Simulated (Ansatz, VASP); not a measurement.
**Two plane-wave programs on La**

INCAR

```
SYSTEM = La
  PREC = Accurate
  ENCUT = 520
  EDIFF = 1E-6
  ISMEAR = -1
  SIGMA = 0.1
  LREAL = .FALSE.
  LASPH = .TRUE.
  NELM = 80
  ALGO = Normal
  ISIF = 2
  LWAVE = .FALSE.
  LCHARG = .TRUE.
  GGA = RE
  LELF = .TRUE.
  LVHAR = .TRUE.
  NBANDS = 12
```

KPOINTS

```
Automatic mesh
0
G
  11 11 11
  0 0 0
```

Contents of POSCAR:

```
La
1.0
    0.0000000000      2.7189878426      2.7189878426
    2.7189878426      0.0000000000      2.7189878426
    2.7189878426      2.7189878426      0.0000000000
La
1
Direct
    0.0000000000      0.0000000000      0.0000000000
```

Input for Ansatz:

```yaml
crystal:
  lattice:
    - [0.0, 2.7189878426, 2.7189878426]
    - [2.7189878426, 0.0, 2.7189878426]
    - [2.7189878426, 2.7189878426, 0.0]
  atoms:
    - { symbol: La, position: [0.0, 0.0, 0.0] }
hamiltonian:
  xc: revpbe
  pseudopotentials:
    kind: paw
    azcp:
      La: "pseudopotentials/La.paw.azcp"
basis:
  ecutwfc: 420
  fft_grid_basis: typed
kpoints:
  mp_grid: { grid: [11, 11, 11], shift: [0, 0, 0] }
magnetization:
  spin_polarized: false
scf:
  occupations: { method: fermi_dirac, width: 0.1 }
  lower_state_search: "off"
output:
  stress: true
  write_density: true
  write_potential: true
  elf: true
  volumetric_format: npy
```

Alike in both runs: task single point; functional revPBE; k mesh 11 × 11 × 11; occupations fermi-dirac, width 0.1 eV; no spin polarisation.

|  | VASP | Ansatz |
| --- | --- | --- |
| version | VASP 6.6.1 | Ansatz 0.2.0 |
| potentials or method | VASP PAW PBE potentials, release 64 (La), cutoff 520 eV | plane waves (420 eV) with PAW, scalar-relativistic |
| valence electrons in the cell | 11 | 11 |

VASP gave:

| Property | Result |
| --- | --- |
| pressure (GPa) | -0.9 |

Task: Estimate Ansatz's values.

Result: Pressure (GPa): -1.0.

VASP's potentials were made for PBE, not for revPBE. The functional is the same, so the differences come from potentials, cutoffs and numerics.

Spin-orbit coupling is off throughout.
